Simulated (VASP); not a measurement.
Crystal: Co.

```
Co
1.0
     2.42154    0.00000    0.00000
    -1.21077    2.09711    0.00000
     0.00000    0.00000    3.93906
Co
2
Direct
  0.66667 0.33333 0.75000
  0.33333 0.66667 0.25000
```

Base run:

```yaml
Program: VASP 6.6.1
Functional: RPBE
Dispersion: D4
Potentials_or_basis: VASP PAW PBE potentials, release 64 (Co)
Cutoff: 520 eV
k_mesh: 12 × 12 × 7
Occupations: fermi-dirac, width 0.05 eV
Spin: collinear spin, ferromagnetic start
Starting_moments: "[2.0, 2.0] μB"
```

Its results: pressure 12.2 GPa; net moment 3.07 μB per cell; site moments Co +1.54 μB.

Q: The run is repeated on the same cell with these changes: functional from RPBE to BLYP; further incar settings from ALGO = Normal; EDIFF = 1e-06; NBANDS = 20 to ALGO = Normal; EDIFF = 1e-07; NBANDS = 20. What comes out?

A: Pressure 16.8 GPa; net moment 2.98 μB per cell; site moments Co +1.49 μB.

Caveats: the cell stands under pressure; the PAW data sets were made with another functional, which shifts forces and pressure a little.
